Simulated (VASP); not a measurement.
# Sb (P6_3/mmc) in VASP: a series of runs

Runs on Sb. Level: BLYP. Tasks: single point, relaxation of cell and atoms.

Everything below comes from runs of VASP 6.6.1. Logs are shortened: lines on timing, memory, paths and dates and some standing lists are left out, and cuts for length are marked.

### Step 1. The cell of the first run

Symmetry: P6_3/mmc, No. 194, hexagonal system. The conventional cell has a = 3.602 Å, b = 3.602 Å, c = 6.035 Å, α = 90.00°, β = 90.00°, γ = 120.00°. Sb (site symmetry -6m2) has 12 Sb at 3.60 to 3.66 Å within 4.7 Å.

### Step 2. Single point, BLYP (volume scaled by 1.12)

The input, INCAR:

```
PREC = Accurate
ENCUT = 520
EDIFF = 1E-7
ISMEAR = -1
SIGMA = 0.1
LREAL = False
LASPH = True
NELM = 60
ALGO = Normal
ISIF = 2
LWAVE = False
LCHARG = True
GGA = B5
ALDAX = 1.0
AGGAX = 1.0
AGGAC = 1.0
ALDAC = 0.0
LELF = True
LVHAR = True
NBANDS = 12
```

The input, KPOINTS:

```
regular mesh
0
Gamma
  12 12 6
```

The input, POSCAR:

```
Sb
1.0
    3.6020622507      0.0000000000      0.0000000000
   -1.8010311254      3.1194774151      0.0000000000
    0.0000000000      0.0000000000      6.0349087880
Sb
2
Direct
    0.3333333333      0.6666666667      0.2500000000
    0.6666666667      0.3333333333      0.7500000000
```

Potentials or basis: VASP PAW PBE potentials, release 64 (Sb).

The run is started by

```bash
$ cat potpaw_PBE.64/Sb/POTCAR > POTCAR
$ mpirun -np 1 vasp_std > vasp.out
```

OUTCAR:

```text
PREC = Accurate
   ENCUT = 520
   EDIFF = 1E-7
   ISMEAR = -1
   LREAL = False
   LASPH = True
   NELM = 60
   ISIF = 2
   GGA = B5

 ion  position               nearest neighbor table
   1  0.333  0.667  0.250-   2 3.66   2 3.66   2 3.66   2 3.66   2 3.66   2 3.66
   2  0.667  0.333  0.750-   1 3.66   1 3.66   1 3.66   1 3.66   1 3.66   1 3.66

  LATTYP: Found a hexagonal cell.
 ALAT       =     3.6020622507
 C/A-ratio  =     1.6754038015

  Lattice vectors:

 A1 = (   3.6020622507,   0.0000000000,   0.0000000000)
 A2 = (  -1.8010311254,   3.1194774151,   0.0000000000)
 A3 = (   0.0000000000,   0.0000000000,   6.0349087880)

Analysis of symmetry for initial positions (statically):
=====================================================================
 Subroutine PRICEL returns:
 Original cell was already a primitive cell.

 Routine SETGRP: Setting up the symmetry group for a
 hexagonal supercell.

 Subroutine GETGRP returns: Found 24 space group operations
 (whereof 12 operations were pure point group operations)
 out of a pool of 24 trial point group operations.

The static configuration has the point symmetry D_3d.
 The point group associated with its full space group is D_6h.

Analysis of symmetry for dynamics (positions and initial velocities):
=====================================================================
 Subroutine PRICEL returns:
 Original cell was already a primitive cell.

 Routine SETGRP: Setting up the symmetry group for a
 hexagonal supercell.

 Subroutine GETGRP returns: Found 24 space group operations
 (whereof 12 operations were pure point group operations)
 out of a pool of 24 trial point group operations.

The dynamic configuration has the point symmetry D_3d.
 The point group associated with its full space group is D_6h.

 Subroutine INISYM returns: Found 24 space group operations
 (whereof 12 operations are pure point group operations),
 and found     1 'primitive' translations

----------------------------------------------------------------------------------------

                                     Primitive cell

  volume of cell :      67.8116

  direct lattice vectors                    reciprocal lattice vectors
     3.602062251  0.000000000  0.000000000     0.277618745  0.160283257  0.000000000
    -1.801031125  3.119477415  0.000000000     0.000000000  0.320566514  0.000000000
     0.000000000  0.000000000  6.034908788     0.000000000  0.000000000  0.165702587

  length of vectors
     3.602062251  3.602062251  6.034908788     0.320566514  0.320566514  0.165702587

  position of ions in fractional coordinates (direct lattice)
     0.333333333  0.666666667  0.250000000
     0.666666667  0.333333333  0.750000000

  ion indices of the primitive-cell ions
   primitive index   ion index
                 1           1
                 2           2

----------------------------------------------------------------------------------------

 KPOINTS: regular mesh

Automatic generation of k-mesh.
 Grid dimensions read from file:
 generate k-points for:   12   12    6

 Generating k-lattice:

  Cartesian coordinates                     Fractional coordinates (reciprocal lattice)
     0.023134895  0.013356938  0.000000000     0.083333333  0.000000000  0.000000000
     0.000000000  0.026713876  0.000000000     0.000000000  0.083333333  0.000000000
     0.000000000  0.000000000  0.027617098     0.000000000  0.000000000  0.166666667

  Length of vectors
     0.026713876  0.026713876  0.027617098

  Shift w.r.t. Gamma in fractional coordinates (k-lattice)
     0.000000000  0.000000000  0.000000000

 Subroutine IBZKPT returns following result:
 ===========================================

 Found     76 irreducible k-points:

 Following reciprocal coordinates:
            Coordinates               Weight
  0.000000  0.000000  0.000000      1.000000
  0.083333  0.000000  0.000000      6.000000
  0.166667  0.000000  0.000000      6.000000
  0.250000  0.000000  0.000000      6.000000
  0.333333  0.000000  0.000000      6.000000
  0.416667  0.000000  0.000000      6.000000
[... 16 lines left out ...]
  0.250000  0.000000  0.166667     12.000000
  0.333333  0.000000  0.166667     12.000000
 [... further k-points ...]
   k-points           NKPTS =     76   k-points in BZ     NKDIM =     76   number of bands    NBANDS=     12
   number of dos      NEDOS =    301   number of ions     NIONS =      2
   total plane-waves  NPLWV =  37632
   dimension x,y,z NGX =    28 NGY =   28 NGZ =   48
   dimension x,y,z NGXF=    56 NGYF=   56 NGZF=   96
   ions per type =               2
   NGX,Y,Z   is equivalent  to a cutoff of  12.92, 12.92, 13.22 a.u.
   NGXF,Y,Z  is equivalent  to a cutoff of  25.85, 25.85, 26.45 a.u.
 SYSTEM =  unknown system
   PREC   = accura    normal or accurate (medium, high low for compatibility)
   ISTART =      0    job   : 0-new  1-cont  2-samecut
   ICHARG =      2    charge: 1-file 2-atom 10-const
   ISPIN  =      1    spin polarized calculation?
   LNONCOLLINEAR =      F non collinear calculations
   LSORBIT =      F    spin-orbit coupling
   LASPH  =      T    aspherical Exc in radial PAW
   ENCUT  =  520.0 eV  38.22 Ry    6.18 a.u.   6.70  6.70 11.22*2*pi/ulx,y,z
   NELM   =     60;   NELMIN=  2; NELMDL= -5     # of ELM steps
   EDIFF  = 0.1E-06   stopping-criterion for ELM
   LREAL  =      F    real-space projection
   EDIFFG = 0.1E-05   stopping-criterion for IOM
   NSW    =      0    number of steps for IOM
   IBRION =     -1    ionic relax: 0-MD 1-quasi-New 2-CG
   NFREE  =      0    steps in history (QN), initial steepest desc. (CG)
   ISIF   =      2    stress and relaxation
   ISYM   =      2    0-nonsym 1-usesym 2-fastsym
   POTIM  = 0.5000    time-step for ionic-motion
   TEBEG  =    0.0;   TEEND  =   0.0 temperature during run
   PSTRESS=    0.0 pullay stress
   NELECT =      10.0000    total number of electrons
   NUPDOWN=      -1.0000    fix difference up-down
   EMIN   =  10.00;   EMAX   =-10.00  energy-range for DOS
   EFERMI =   0.00;   METHOD = LEGACY
   ISMEAR =    -1;   SIGMA  =   0.10  broadening in eV -4-tet -1-fermi 0-gaus
   EFERMI_NEDOS =   21; number of points for ismear=-14 and -15
   IALGO  =     38    algorithm
   IMIX   =      4    mixing-type and parameters
     AMIX     =   0.40;   BMIX     =  1.00
     AMIX_MAG =   1.60;   BMIX_MAG =  1.00
  volume/ion in A,a.u.               =      33.91       228.81
  Fermi-wavevector in a.u.,A,eV,Ry     =   0.864915  1.634453 10.178225  0.748078
  Thomas-Fermi vector in A             =   1.983082
   LORBIT       =      0    0 simple, 1 ext, 2 COOP (PROOUT), +10 PAW based schemes
   GGA     = B5    functional components
   LHFCALC =     F    Hartree Fock is set to
   AEXX    =    0.0000 exact exchange contribution
   IVDW    =     0    specifies the selected vdW correction
   LEPSILON=     F    determine dielectric tensor
   LRPA    =     F    only Hartree local field effects (RPA)
 non-spin polarized calculation
  energy-cutoff  :      520.00
  volume of cell :       67.81
 maximum number of plane-waves:      1858
 NGX is ok and might be reduce to    28
   NGX = 13   NGY = 13   NGZ = 23

 number of electron      10.0000000 magnetization

 Free energy of the ion-electron system (eV)
  ---------------------------------------------------
  ext. energy  EPLUGINS =         0.00000000
  ---------------------------------------------------
  free energy    TOTEN  =        -5.89558253 eV

  energy without entropy =       -5.85138533  energy(sigma->0) =       -5.87348393

 E-fermi :   6.2592     XC(G=0):  -8.5997

 val. band max:        6.2490481635   @ k =   0.5000   0.0000   0.3333
 cond. band min:       6.2640660215   @ k =   0.1667   0.0833   0.3333
 fundamental gap:      0.0150178579
 Fermi energy:         6.2592486924

 k-point     1 :       0.0000    0.0000    0.0000
  band No.  band energies     occupation
      1      -5.1085      2.00000
      2      -2.7590      2.00000
      3       1.8597      2.00000
      4       8.9400      0.00000
      5       8.9400      0.00000
      6       9.6795      0.00000
      7       9.9953      0.00000
      8       9.9953      0.00000
      9      13.4726      0.00000
     10      14.9783      0.00000
     11      15.5087      0.00000
     12      15.6167      0.00000

 k-point     2 :       0.0833    0.0000    0.0000
  band No.  band energies     occupation
      1      -5.0122      2.00000
      2      -2.6800      2.00000
      3       1.9628      2.00000
      4       8.1123      0.00000
      5       8.6600      0.00000
      6       9.4394      0.00000
      7       9.6218      0.00000
      8       9.9763      0.00000
      9      13.8963      0.00000
     10      14.6730      0.00000
     11      15.4165      0.00000
     12      15.8156      0.00000

 k-point     3 :       0.1667    0.0000    0.0000
  band No.  band energies     occupation
      1      -4.7267      2.00000
      2      -2.4532      2.00000
      3       2.2690      2.00000
      4       6.5192      0.13830
      5       8.0931      0.00000
      6       8.1591      0.00000
      7       9.3898      0.00000
      8       9.7780      0.00000
      9      13.1524      0.00000
     10      14.9811      0.00000
     11      15.2272      0.00000
     12      15.6921      0.00000
[... 286 lines left out ...]
 k-point    23 :       0.2500    0.0000    0.1667
  band No.  band energies     occupation
      1      -4.1679      2.00000
      2      -2.3558      2.00000
      3       3.1390      2.00000
      4       5.0670      1.99999
      5       6.3668      0.50886
      6       7.6147      0.00000
      7       8.6953      0.00000
      8       9.2432      0.00000
      9      12.3408      0.00000
     10      13.5165      0.00000
     11      14.3647      0.00000
     12      16.1846      0.00000

 k-point    24 :       0.3333    0.0000    0.1667
  band No.  band energies     occupation
      1      -3.5661      2.00000
      2      -1.9601      2.00000
      3       3.1827      2.00000
      4       4.2788      2.00000
      5       4.9540      2.00000
      6       7.1593      0.00025
      7       8.1455      0.00000
      8       8.8786      0.00000
      9      11.7727      0.00000
     10      12.7843      0.00000
     11      14.1526      0.00000
     12      15.8222      0.00000

 [... further k-points ...]
[... 5 lines left out ...]
  --------------------------------------------------------------------------------------
  -------------------------------------------------------------------------------------
  Total       -1.7188863     -1.7188863     -1.4997872      0.0000000     -0.0000000      0.0000000
  in kB      -40.6119621    -40.6119621    -35.4353278      0.0000000     -0.0000000      0.0000000
  external PRESSURE =     -38.8864173 kB  Pullay stress =       0.0000000 kB

 VOLUME and BASIS-vectors are now :
 -----------------------------------------------------------------------------
  energy-cutoff  :      520.00
  volume of cell :       67.81
      direct lattice vectors                 reciprocal lattice vectors
     3.602062251  0.000000000  0.000000000     0.277618745  0.160283257  0.000000000
    -1.801031125  3.119477415  0.000000000     0.000000000  0.320566514  0.000000000
     0.000000000  0.000000000  6.034908788     0.000000000  0.000000000  0.165702587

 POSITION                                       TOTAL-FORCE (eV/Angst)
 -----------------------------------------------------------------------------------
     -0.00000      2.07965      1.50873        -0.000000      0.000000      0.000000
      1.80103      1.03983      4.52618         0.000000     -0.000000      0.000000
 -----------------------------------------------------------------------------------
    total drift:                               -0.000000      0.000000     -0.000000

  FREE ENERGIE OF THE ION-ELECTRON SYSTEM (eV)
  ---------------------------------------------------
  free  energy   TOTEN  =        -5.8955825300 eV

  energy  without entropy=       -5.8513853282  energy(sigma->0) =       -5.87348393
```

Run time: 23 s. Hardware: 1 thread of Intel Xeon 6975P-C (Granite Rapids), shared host; peak memory 0.21 GiB.

Results:

| Item | Value |
| --- | --- |
| Free energy | -5.8956 eV |
| Pressure | -3.9 GPa |
| Band gap on the k mesh | zero (band 5 reaches 9.45 eV, above the bottom of band 6 at 3.92 eV) |

Levels at points of the mesh, in eV from the Fermi level:
```
           k point  band 3  band 4  band 5  band 6  band 7  band 8
(0.00, 0.00, 0.00)   -4.40    2.68    2.68    3.42    3.74    3.74
(0.50, 0.00, 0.00)   -3.70   -2.63   -1.62    0.23    0.41    2.49
(0.00, 0.00, 0.50)   -1.03   -1.03    3.19    3.19    3.19    3.19
(0.50, 0.00, 0.50)   -4.03   -4.03    1.03    1.03    1.26    1.26
```

Caveat: the cell differs from its parent crystal (volume scaled by 1.12); the PAW data sets were made with another functional, which shifts forces and pressure a little; spin-orbit coupling is left out, which moves the levels of the heavy elements.

### Step 3. Single point, BLYP

This run uses another cell than the first one, of 30.27 Å³/atom, 0.893 times its volume.

The input, INCAR:

```
AGGAC    = 1.0          
AGGAX    = 1.0          
ALDAC    = 0.0          
ALDAX    = 1.0          
ALGO     = Normal         # electronic algorithm
EDIFF    = 1E-6           # SCF threshold, eV
ENCUT    = 520            # plane-wave cutoff, eV
GGA      = B5             # functional
ISIF     = 2              # what is computed and relaxed
ISMEAR   = -1             # smearing method
LASPH    = T              # aspherical terms in the spheres
LCHARG   = F              # write CHGCAR
LREAL    = F              # projectors in reciprocal space
LWAVE    = F              # write WAVECAR
NBANDS   = 12             # bands
NELM     = 60             # most SCF steps
PREC     = Accurate       # precision mode
SIGMA    = 0.1            # smearing width, eV
```

The input, KPOINTS:

```
k-points
0
Gamma
  17 17 9
```

The input, POSCAR:

```
Sb
1.0
    3.4685280138      0.0000000000      0.0000000000
   -1.7342640069      3.0038333737      0.0000000000
    0.0000000000      0.0000000000      5.8111850198
Sb
2
Direct
    0.3333333333      0.6666666667      0.2500000000
    0.6666666667      0.3333333333      0.7500000000
```

Potentials or basis: VASP PAW PBE potentials, release 64 (Sb).

The run is started by

```bash
$ cat potpaw_PBE.64/Sb/POTCAR > POTCAR
$ mpirun -np 1 vasp_std > vasp.out
```

Run time: 34 s. Hardware: 1 thread of Intel Xeon 6975P-C (Granite Rapids), shared host; peak memory 0.25 GiB.

Results (log left out):

```
Free energy            : -5.9723 eV
Pressure               : 0.3 GPa
Band gap on the k mesh : zero (band 5 reaches 11.21 eV, above the bottom of band 6 at 5.18 eV)
```

Stress tensor (GPa, compression positive):
```
0.04 0.00 0.00
0.00 0.04 0.00
0.00 0.00 0.69
```

Levels at points of the mesh, in eV from the Fermi level:
```csv
k point,band 3,band 4,band 5,band 6,band 7,band 8
"(0.00, 0.00, 0.00)",-5.03,3.17,3.17,4.07,4.43,4.43
```

Caveat: the PAW data sets were made with another functional, which shifts forces and pressure a little; spin-orbit coupling is left out, which moves the levels of the heavy elements.

### Step 4. Relaxation of cell and atoms, BLYP

This run uses another cell than the first one, of 27.18 Å³/atom, 0.802 times its volume.

The input, INCAR:

```
SYSTEM = Sb
  PREC = Accurate
  ENCUT = 600
  EDIFF = 1E-6
  ISMEAR = -1
  SIGMA = 0.1
  LREAL = .False.
  LASPH = .True.
  NELM = 80
  ALGO = Normal
  ISIF = 3
  LWAVE = .False.
  LCHARG = .False.
  GGA = B5
  ALDAX = 1.0
  AGGAX = 1.0
  AGGAC = 1.0
  ALDAC = 0.0
  IBRION = 2
  NSW = 80
  EDIFFG = -0.01
```

The input, KPOINTS:

```
regular mesh
0
Gamma
  11 11 6
  0 0 0
```

The input, POSCAR:

```
Sb
1.0
    3.3749600568      0.0000000000      0.0000000000
   -1.6874800284      2.9228011460      0.0000000000
    0.0000000000      0.0000000000      5.5113097728
Sb
2
Direct
    0.3333333333      0.6666666667      0.2500000000
    0.6666666667      0.3333333333      0.7500000000
```

The run is started by

```bash
$ cat potpaw_PBE.64/Sb/POTCAR > POTCAR
$ mpirun -np 1 vasp_std > vasp.out
```

Wall time 78 s (1 thread of Intel Xeon 6975P-C (Granite Rapids), shared host); peak memory 0.21 GiB.

Results (log left out):

- Free energy: -5.9872 eV
- Relaxed volume: 30.37 Å³/atom
- Relaxed cell: a = 3.471 Å, b = 3.471 Å, c = 5.821 Å, α = 90.00°, β = 90.00°, γ = 120.00°
- Space group after relaxing (to 0.05 Å): P6_3/mmc (No. 194)
- Energy gained by relaxing: 56.6 meV/atom
- Ionic steps: 7
- Pressure after relaxing: 0.0 GPa
- Band gap on the k mesh: zero (band 5 reaches 11.27 eV, above the bottom of band 6 at 5.14 eV)

The path:
```csv
step,energy change (eV),largest force (eV/Å),pressure (GPa),volume (Å³)
1,0.0000,0.0000,6.22,54.37
2,-0.0983,0.0000,-1.64,63.10
3,-0.1111,0.0000,0.00,60.62
4,-0.1110,0.0000,-0.10,60.75
5,-0.1122,0.0000,-0.08,60.75
6,-0.1131,0.0000,-0.05,60.74
7,-0.1132,0.0000,-0.03,60.74
```

Final structure:
```yaml
crystal:
  lattice:
    - [3.47101, 0.00000, 0.00000]
    - [-1.73550, 3.00598, 0.00000]
    - [0.00000, 0.00000, 5.82117]
  atoms:
    - { symbol: Sb, position: [0.33333, 0.66667, 0.25000] }
    - { symbol: Sb, position: [0.66667, 0.33333, 0.75000] }
```

Levels at points of the mesh, in eV from the Fermi level:
```tsv
k point	band 3	band 4	band 5	band 6	band 7	band 8
(0.00, 0.00, 0.00)	-5.05	3.12	3.12	4.00	4.37	4.37
(0.00, 0.00, 0.50)	-1.11	-1.11	3.73	3.73	3.73	3.73
```

Caveat: the PAW data sets were made with another functional, which shifts forces and pressure a little; spin-orbit coupling is left out, which moves the levels of the heavy elements.

### Step 5. The runs side by side

```csv
task,cell,k mesh,cutoff (eV),gap on the mesh (eV),pressure (GPa)
single point,"a = 3.602, b = 3.602, c = 6.035 Å, angles 90.0, 90.0, 120.0°, 2 atoms",12 × 12 × 6,520,none,-3.9
single point,"a = 3.469, b = 3.469, c = 5.811 Å, angles 90.0, 90.0, 120.0°, 2 atoms",17 × 17 × 9,520,none,0.3
relaxation of cell and atoms,"relaxed from a = 3.375, b = 3.375, c = 5.511 Å, angles 90.0, 90.0, 120.0°, 2 atoms",11 × 11 × 6,600,none,0.0
```

Alike in all rows: level BLYP; potentials or basis VASP PAW PBE potentials, release 64 (Sb); no spin polarisation; smearing fermi-dirac 0.1 eV.

Caveats: the PAW data sets were made with another functional, which shifts forces and pressure a little; spin-orbit coupling is left out, which moves the levels of the heavy elements.

Absolute energies hang on the potentials; compare differences alone.
